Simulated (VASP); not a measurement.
Set up this calculation in VASP 6.6.1, as the native input.

```yaml
Task: single point
Functional: r2SCAN
Potentials_or_basis: VASP PAW PBE potentials, release 64 (Ti_sv, Co)
Cutoff: 520 eV
k_mesh: 12 × 12 × 12
Occupations: gaussian, width 0.1 eV
Spin: collinear spin, ferrimagnetic start
Starting_moments: "[-0.74, 1.48, 1.48, 1.48] μB"
Dipole_correction: no
Further_INCAR_settings: ALGO = Normal; EDIFF = 1e-06; NBANDS = 32
```

The system is TiCo3.

```
CELL_PARAMETERS angstrom
3.58720 0.00000 0.00000
0.00000 3.58720 0.00000
0.00000 0.00000 3.58720
ATOMIC_POSITIONS crystal
Ti 0.00000 0.00000 0.00000
Co 0.00000 0.50000 0.50000
Co 0.50000 0.00000 0.50000
Co 0.50000 0.50000 0.00000
```

The input as run:

POSCAR

```
TiCo3
1.0
    3.5872016844      0.0000000000      0.0000000000
    0.0000000000      3.5872016844      0.0000000000
    0.0000000000      0.0000000000      3.5872016844
Ti Co
1 3
Direct
    0.0000000000      0.0000000000      0.0000000000
    0.0000000000      0.5000000000      0.5000000000
    0.5000000000      0.0000000000      0.5000000000
    0.5000000000      0.5000000000      0.0000000000
```

INCAR.step1

```
PREC     = Accurate       # precision mode
ENCUT    = 520            # plane-wave cutoff, eV
ISMEAR   = 0              # smearing method
SIGMA    = 0.1            # smearing width, eV
LREAL    = False          # projectors in reciprocal space
LASPH    = True           # aspherical terms in the spheres
NELM     = 150            # most SCF steps
ISPIN    = 2              # spin polarisation
MAGMOM   = -0.74 1.48 1.48 1.48 # initial moments
LMAXMIX  = 4              # l up to which the mixer works
NBANDS   = 32             # bands
GGA      = PE             # functional
ALGO     = Normal         # electronic algorithm
EDIFF    = 1E-4           # SCF threshold, eV
LWAVE    = True           # write WAVECAR
LCHARG   = False          # write CHGCAR
```

INCAR.step2

```
PREC     = Accurate       # precision mode
ENCUT    = 520            # plane-wave cutoff, eV
EDIFF    = 1E-6           # SCF threshold, eV
ISMEAR   = 0              # smearing method
SIGMA    = 0.1            # smearing width, eV
LREAL    = False          # projectors in reciprocal space
LASPH    = True           # aspherical terms in the spheres
NELM     = 150            # most SCF steps
ALGO     = Normal         # electronic algorithm
ISIF     = 2              # what is computed and relaxed
LWAVE    = False          # write WAVECAR
LCHARG   = True           # write CHGCAR
ISPIN    = 2              # spin polarisation
MAGMOM   = -0.74 1.48 1.48 1.48 # initial moments
LORBIT   = 11             # projections on sites
LMAXMIX  = 4              # l up to which the mixer works
METAGGA  = R2SCAN         # meta-GGA
LMIXTAU  = True         
LELF     = True           # ELF
LVHAR    = True         
NBANDS   = 32             # bands
ISTART   = 1
```

KPOINTS

```
regular mesh
0
Gamma
  12 12 12
```

Potentials or basis: VASP PAW PBE potentials, release 64 (Ti_sv, Co).

Launch:

```sh
$ cat potpaw_PBE.64/Ti_sv/POTCAR potpaw_PBE.64/Co/POTCAR > POTCAR
$ cp INCAR.step1 INCAR
$ mpirun -np 1 vasp_std > vasp.out
$ cp INCAR.step2 INCAR
$ mpirun -np 1 vasp_std > vasp.out
```

It gave:

```json
{"Pressure": "-8.2 GPa", "Net moment": "0.00 μB per cell", "Valence electrons inside the program's atomic spheres": "Ti 10.34; Co 8.39"}
```

Caveat: the cell stands under tension; the moments typed at the start vanished in this run; the PAW data sets were made with another functional, which shifts forces and pressure a little.

It took 23 min on 1 thread of Intel Xeon 8259CL, with other jobs on the host, peak memory 0.32 GiB.
